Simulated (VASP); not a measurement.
Write the native input for VASP 6.6.1 that does the following.

```
Task                    : single point
Functional              : PBEsol
Potentials or basis     : VASP PAW PBE potentials, release 64 (P)
Cutoff                  : 520 eV
k mesh                  : 8 × 8 × 6
Occupations             : fermi-dirac, width 0.05 eV
Spin                    : no spin polarisation
Dipole correction       : no
k mesh for the DOS      : 12 × 12 × 9
Occupations for the DOS : tetrahedron
Further INCAR settings  : ALGO = Normal; EDIFF = 1e-06; NBANDS = 18
```

P:

```xyz
4
Lattice="1.6477 -5.4650 0.0000 1.6477 5.4650 0.0000 0.0000 0.0000 4.5436" Properties=species:S:1:pos:R:3 pbc="T T T"
P     1.6477   -4.4173    2.6754
P     1.6477    4.4173    1.8683
P     1.6477   -1.0477    0.4035
P     1.6477    1.0477    4.1401
```

The input as run:

POSCAR

```
P
1.0
    1.6477431241     -5.4650377251      0.0000000000
    1.6477431241      5.4650377251      0.0000000000
    0.0000000000      0.0000000000      4.5436355900
P
4
Direct
    0.9041431300      0.0958568700      0.5888151700
    0.0958568700      0.9041431300      0.4111848300
    0.5958568700      0.4041431300      0.0888151700
    0.4041431300      0.5958568700      0.9111848300
```

INCAR.step1

```
PREC = Accurate
ENCUT = 520
EDIFF = 1E-6
ISMEAR = -1
SIGMA = 0.05
LREAL = F
LASPH = T
NELM = 80
ALGO = Normal
ISIF = 2
LWAVE = F
LCHARG = T
GGA = PS
NBANDS = 18
```

KPOINTS.step1

```
Automatic mesh
0
Gamma
  8 8 6
```

INCAR.step2

```
PREC = Accurate
ENCUT = 520
EDIFF = 1E-6
ISMEAR = -5
SIGMA = 0.05
LREAL = F
LASPH = T
NELM = 80
ALGO = Normal
ISIF = 2
LWAVE = F
LCHARG = F
GGA = PS
LORBIT = 10
NBANDS = 18
NEDOS = 1001
ICHARG = 11
```

KPOINTS.step2

```
Automatic mesh
0
Gamma
  12 12 9
```

Potentials or basis: VASP PAW PBE potentials, release 64 (P).

The run is started by

```sh
$ cat potpaw_PBE.64/P/POTCAR > POTCAR
$ cp INCAR.step1 INCAR
$ cp KPOINTS.step1 KPOINTS
$ mpirun -np 1 vasp_std > vasp.out
$ cp INCAR.step2 INCAR
$ cp KPOINTS.step2 KPOINTS
$ mpirun -np 1 vasp_std > vasp.out
```

Results of the run:

```json
{
 "Valence electrons inside the program's atomic spheres": "P 2.46"
}
```

Wall time 3 min on 1 thread of AMD EPYC 9R45 96-Core Processor (Zen 5) (shared host), peak memory 0.34 GiB.
